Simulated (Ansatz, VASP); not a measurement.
**One calculation of TiC, two programs**

Contents of INCAR:

```
SYSTEM = TiC
ALGO = Normal
EDIFF = 1E-6
ENCUT = 600
GGA = LIBXC
GGA_COMPAT = .False.
ISIF = 2
ISMEAR = -1
LASPH = .True.
LCHARG = .True.
LELF = .True.
LIBXC1 = GGA_X_B88
LIBXC2 = GGA_C_PBE
LREAL = .False.
LVHAR = .True.
LWAVE = .False.
NBANDS = 15
NELM = 120
PREC = Accurate
SIGMA = 0.05
```

The input KPOINTS:

```
k-points
0
Gamma
  11 11 11
  0 0 0
```

File POSCAR:

```
TiC
1.0
    0.0000000000      2.1364487848      2.1364487848
    2.1364487848      0.0000000000      2.1364487848
    2.1364487848      2.1364487848      0.0000000000
Ti C
1 1
Direct
    0.0000000000      0.0000000000      0.0000000000
    0.5000000000      0.5000000000      0.5000000000
```

input.yaml

```yaml
crystal:
  lattice:
    - [0.0, 2.1364487848, 2.1364487848]
    - [2.1364487848, 0.0, 2.1364487848]
    - [2.1364487848, 2.1364487848, 0.0]
  atoms:
    - { symbol: Ti, position: [0.0, 0.0, 0.0] }
    - { symbol: C, position: [0.5, 0.5, 0.5] }
hamiltonian:
  xc: { exchange: b88, correlation: pbe }
  pseudopotentials: { kind: paw }
kpoints:
  mp_grid: { grid: [11, 11, 11] }
scf:
  occupations: { method: fermi_dirac, width: 0.05 }
output:
  forces: true
  stress: true
  eigenvalues: true
```

Alike in both runs: task single point; functional b88 exchange, pbe correlation; k mesh 11 × 11 × 11; occupations fermi-dirac, width 0.05 eV; no spin polarisation.

|  | VASP | Ansatz |
| --- | --- | --- |
| version | VASP 6.6.1 | Ansatz 0.2.0 |
| potentials or method | VASP PAW PBE potentials, release 64 (Ti_sv, C) | Ansatz PAW |
| plane-wave cutoff (eV) | 600 | 420 |
| valence electrons in the cell | 16 | 16 |

|  | VASP | Ansatz | Ansatz less VASP |
| --- | --- | --- | --- |
| gap on the k mesh at the Fermi level (eV) | none | none | - |
| pressure (GPa) | 11.6 | 11.5 | -0.11 |

VASP's potentials were made for PBE, not for b88 exchange, pbe correlation. A gap of «none» marks a metal or a gap that the smearing closes. The functional is the same, so the differences come from potentials, cutoffs and numerics.
